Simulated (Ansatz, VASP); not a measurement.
**Two plane-wave programs on TiAl3**

INCAR

```
  PREC = Accurate
  ENCUT = 520
  EDIFF = 1E-7
  ISMEAR = 0
  SIGMA = 0.1
  LREAL = False
  LASPH = True
  NELM = 80
  ALGO = Normal
  ISIF = 2
  LWAVE = False
  LCHARG = False
  GGA = PE
  NBANDS = 18
```

Contents of KPOINTS:

```
regular mesh
0
Gamma
  6 6 4
```

File POSCAR:

```
TiAl3
1.0
    1.8670237000     -3.1707657900      0.0000000000
    1.8670237000      3.1707657900      0.0000000000
    0.0000000000      0.0000000000      4.9768161000
Ti Al
1 3
Direct
    0.0000000000      0.0000000000      0.5000000000
    0.5000000000      0.5000000000      0.6845539500
    0.5000000000      0.5000000000      0.3154460500
    0.5000000000      0.5000000000      0.0000000000
```

Input for Ansatz:

```yaml
crystal:
  lattice:
    - [1.8670237, -3.17076579, 0.0]
    - [1.8670237, 3.17076579, 0.0]
    - [0.0, 0.0, 4.9768161]
  atoms:
    - { symbol: Ti, position: [0.0, 0.0, 0.5] }
    - { symbol: Al, position: [0.5, 0.5, 0.68455395] }
    - { symbol: Al, position: [0.5, 0.5, 0.31544605] }
    - { symbol: Al, position: [0.5, 0.5, 0.0] }
basis:
  ecutwfc: 420
kpoints:
  mp_grid: { grid: [6, 6, 4] }
hamiltonian:
  xc: pbe
scf:
  occupations: { method: gaussian, width: 0.1 }
  lower_state_search: "off"
output:
  forces: true
  stress: true
  eigenvalues: true
```

Alike in both runs: task single point; functional PBE; k mesh 6 × 6 × 4; occupations gaussian, width 0.1 eV; no spin polarisation.

|  | VASP | Ansatz |
| --- | --- | --- |
| version | VASP 6.6.1 | Ansatz 0.2.0 |
| potentials or method | VASP PAW PBE potentials, release 64 (Ti_sv, Al), cutoff 520 eV | scalar-relativistic, plane waves, PAW |
| valence electrons in the cell | 21 | 21 |

|  | VASP | Ansatz | Ansatz less VASP |
| --- | --- | --- | --- |
| gap on the k mesh at the Fermi level (eV) | none | none | - |
| rms of the force components (eV/Å) | 4.890 | 4.889 | -0.0015 |

Atom by atom the forces differ by 0.002 eV/Å (rms over components). A gap of «none» marks a metal or a gap that the smearing closes. With one functional, cell and mesh, what is left measures potentials, basis and numerics.
